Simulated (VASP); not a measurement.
Wanted: the native input for a VASP 6.6.1 run.

```yaml
Task: single point
Functional: r2SCAN
Potentials_or_basis: VASP PAW PBE potentials, release 64 (Li_sv, F_h)
Cutoff: 1490 eV
k_mesh: 10 × 10 × 10
Occupations: gaussian, width 0.01 eV
Spin: no spin polarisation
Dipole_correction: no
Further_INCAR_settings: ALGO = Normal; EDIFF = 1e-06; NBANDS = 12
```

LiF:

```
CELL_PARAMETERS angstrom
2.66044 0.00000 0.00000
0.00000 2.66044 0.00000
0.00000 0.00000 2.51626
ATOMIC_POSITIONS crystal
Li 0.00000 0.00000 0.00000
F 0.50000 0.50000 0.50000
```

This cell differs from its parent crystal: biaxial xy strain +5.7%.

These files were run (other wordings do the same):

POSCAR

```
LiF
1.0
    2.6604400526      0.0000000000      0.0000000000
    0.0000000000      2.6604400526      0.0000000000
    0.0000000000      0.0000000000      2.5162584438
Li F
1 1
Direct
    0.0000000000      0.0000000000      0.0000000000
    0.5000000000      0.5000000000      0.5000000000
```

INCAR.step1

```
SYSTEM = LiF
PREC = Accurate
ENCUT = 1490
ISMEAR = 0
SIGMA = 0.01
LREAL = .FALSE.
LASPH = .TRUE.
NELM = 120
NBANDS = 12
GGA = PE
ALGO = Normal
EDIFF = 1E-5
LWAVE = .TRUE.
LCHARG = .FALSE.
GGA_COMPAT = .FALSE.
```

INCAR.step2

```
SYSTEM = LiF
PREC = Accurate
ENCUT = 1490
EDIFF = 1E-6
ISMEAR = 0
SIGMA = 0.01
LREAL = .FALSE.
LASPH = .TRUE.
NELM = 120
ALGO = Normal
ISIF = 2
LWAVE = .FALSE.
LCHARG = .FALSE.
METAGGA = R2SCAN
LMIXTAU = .TRUE.
NBANDS = 12
ISTART = 1
GGA_COMPAT = .FALSE.
```

KPOINTS

```
regular mesh
0
G
  10 10 10
  0 0 0
```

Potentials or basis: VASP PAW PBE potentials, release 64 (Li_sv, F_h).

The run is started by

```sh
$ cat potpaw_PBE.64/Li_sv/POTCAR potpaw_PBE.64/F_h/POTCAR > POTCAR
$ cp INCAR.step1 INCAR
$ mpirun -np 1 vasp_std > vasp.out
$ cp INCAR.step2 INCAR
$ mpirun -np 1 vasp_std > vasp.out
```

It gave:

```json
{"Pressure": "-7.8 GPa", "Band gap on the k mesh": "7.81 eV (least direct gap 8.31 eV)"}
```

Caveat: the cell differs from its parent crystal (biaxial xy strain +5.7%); the stress differs along the axes, from -13 to 2 GPa; the structure was generated, so it needn't be the stable form of LiF; the PAW data sets were made with another functional, which shifts forces and pressure a little.

Wall time 3.7 min on 1 thread of Intel(R) Xeon(R) Platinum 8375C CPU @ 2.90GHz (Ice Lake), on a shared host, peak memory 0.27 GiB.
